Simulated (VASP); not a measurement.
Write the native input for VASP 6.6.1 that does the following.

* Task: relaxation of cell and atoms
* Functional: PBE
* Potentials or basis: VASP PAW PBE potentials, release 64 (Ir)
* Cutoff: 500 eV
* k mesh: 12 × 12 × 12
* Occupations: fermi-dirac, width 0.05 eV
* Spin: no spin polarisation
* Target pressure: 20 GPa
* Dipole correction: no
* Further INCAR settings: ALGO = Normal; EDIFF = 1e-07; IBRION = 2; EDIFFG = -0.01; NSW = 60; ISIF = 3

The structure of Ir lies in POSCAR:

```
Ir
1.0
    0.0000000000      1.9156000000      1.9156000000
    1.9156000000      0.0000000000      1.9156000000
    1.9156000000      1.9156000000      0.0000000000
Ir
1
Direct
    0.0000000000      0.0000000000      0.0000000000
```

These files were run (other wordings do the same):

INCAR

```
SYSTEM = Ir
PREC = Accurate ; ENCUT = 500
EDIFF = 1E-7 ; ISMEAR = -1
SIGMA = 0.05 ; LREAL = .False.
LASPH = .True. ; NELM = 120
ALGO = Normal ; ISIF = 3
LWAVE = .False. ; LCHARG = .False.
GGA = PE ; IBRION = 2
NSW = 60 ; EDIFFG = -0.01
PSTRESS = 200.0 ; GGA_COMPAT = .False.
NELMIN = 4
```

KPOINTS

```
Automatic mesh
0
Gamma
  12 12 12
  0 0 0
```

Potentials or basis: VASP PAW PBE potentials, release 64 (Ir).

Command:

```console
$ cat potpaw_PBE.64/Ir/POTCAR > POTCAR
$ mpirun -np 1 vasp_std > vasp.out
```

It gave:

```
Relaxed volume                                         : 13.79 Å³/atom
Relaxed cell                                           : a = 2.692 Å, b = 2.692 Å, c = 2.692 Å, α = 60.00°, β = 60.00°, γ = 60.00°
Space group after relaxing (to 0.05 Å)                 : Fm-3m (No. 225)
Energy change on relaxing (the enthalpy is what falls) : +26.1 meV/atom
Ionic steps                                            : 4
Pressure after relaxing                                : 20.0 GPa
```

Caveat: the cell is relaxed towards a set pressure, so the enthalpy falls and the energy may rise.

Run time: 13 s on 1 thread of AMD EPYC 9R45 96-Core Processor (Zen 5), with other jobs on the host, peak memory 0.11 GiB.
